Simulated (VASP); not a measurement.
HfN, 4 atoms in the cell. Symmetry: P6_3/mmc, No. 194, hexagonal system. Conventional cell: a = 3.134 Å, b = 3.134 Å, c = 5.417 Å, α = 90.00°, β = 90.00°, γ = 120.00°. Within 3.0 Å of Hf (site symmetry -6m2) lie 6 N at 2.26 Å. Within 3.0 Å of N (site symmetry -3m) lie 6 Hf at 2.26 Å and 2 N at 2.71 Å. 

| Quantity | Value |
| --- | --- |
| Program | VASP 6.6.1 |
| Task | single point |
| Functional | PBEsol |
| Potentials or basis | VASP PAW PBE potentials, release 64 (Hf_pv, N) |
| Cutoff | 600 eV |
| k mesh | 8 × 8 × 4 |
| Occupations | fermi-dirac, width 0.1 eV |
| Spin | no spin polarisation |
| Dipole correction | no |
| Further INCAR settings | ALGO = Normal; EDIFF = 1e-06; NBANDS = 23 |

Potentials or basis: VASP PAW PBE potentials, release 64 (Hf_pv, N).

Command:

```sh
$ cat potpaw_PBE.64/Hf_pv/POTCAR potpaw_PBE.64/N/POTCAR > POTCAR
$ mpirun -np 1 vasp_std > vasp.out
```

Hardware: 1 thread of Intel(R) Xeon(R) Platinum 8259CL CPU @ 2.50GHz (Skylake/Cascade Lake) (shared host).

Task: Estimate the wall time of this run.

Result: It took 44 s on 1 thread of Intel(R) Xeon(R) Platinum 8259CL CPU @ 2.50GHz (Skylake/Cascade Lake), with other jobs on the host, peak memory 0.2 GiB. Counts: scf iterations 13, k points 30.
